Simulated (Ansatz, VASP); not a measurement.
# Two plane-wave programs on TaN

```
Ta N
1.0
     5.26438    0.00000    0.00000
    -2.63219    4.55908    0.00000
     0.00000    0.00000    2.94931
Ta N
3 3
Direct
  0.33333 0.66667 0.50000
  0.66667 0.33333 0.50000
  0.00000 0.00000 0.00000
  0.39285 0.00000 0.00000
  0.60715 0.60715 0.00000
  0.00000 0.39285 0.00000
```

Alike in both runs: task single point; functional LDA; k mesh 5 × 5 × 8; occupations methfessel-paxton of order 1, width 0.1 eV; no spin polarisation.

```csv
,VASP,Ansatz
version,VASP 6.6.1,Ansatz 0.2.0
potentials or method,"VASP PAW LDA potentials, release 64 (Ta_sv_GW, N), cutoff 700 eV","plane waves, PAW"
valence electrons in the cell,54,54
```

```csv
,VASP,Ansatz,Ansatz less VASP
pressure (GPa),-20.3,-21.0,-0.73
"traceless stress, the component that is largest in VASP (GPa)",-2.17,-2.17,-0.002
```

LDA's correlation is that of Perdew and Zunger in VASP and of Perdew and Wang (1992) in Ansatz.

Spin-orbit coupling is off throughout.
